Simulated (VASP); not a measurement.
Si3N4, 14 atoms in the cell. It takes space group I-43d (No. 220, cubic). Conventional cell: a = 6.488 Å, b = 6.488 Å, c = 6.488 Å, α = 90.00°, β = 90.00°, γ = 90.00°. Si (site symmetry -4) has 4 N at 1.76 Å within 2.3 Å. Within 2.3 Å of N (site symmetry 3) lie 3 Si at 1.76 Å. 

```yaml
Program: VASP 6.6.1
Task: electric field gradients
Functional: r2SCAN
Potentials_or_basis: VASP PAW PBE potentials, release 64 (Si, N)
Cutoff: 520 eV
k_mesh: 6 × 6 × 6
Occupations: fermi-dirac, width 0.02 eV
Spin: no spin polarisation
Dipole_correction: no
Further_INCAR_settings: ALGO = Normal; EDIFF = 1e-08; NBANDS = 45
```

Potentials or basis: VASP PAW PBE potentials, release 64 (Si, N).

Run with:

```console
$ cat potpaw_PBE.64/Si/POTCAR potpaw_PBE.64/N/POTCAR > POTCAR
$ cp INCAR.step1 INCAR
$ mpirun -np 1 vasp_std > vasp.out
$ cp INCAR.step2 INCAR
$ mpirun -np 1 vasp_std > vasp.out
```

Hardware: 1 thread of Intel Xeon 8259CL, on a shared host.

Task: How long does it take, and how much memory?

Result: Run time: 11 min on 1 thread of Intel Xeon 8259CL, on a shared host, peak memory 0.31 GiB. Counts: k points 16.
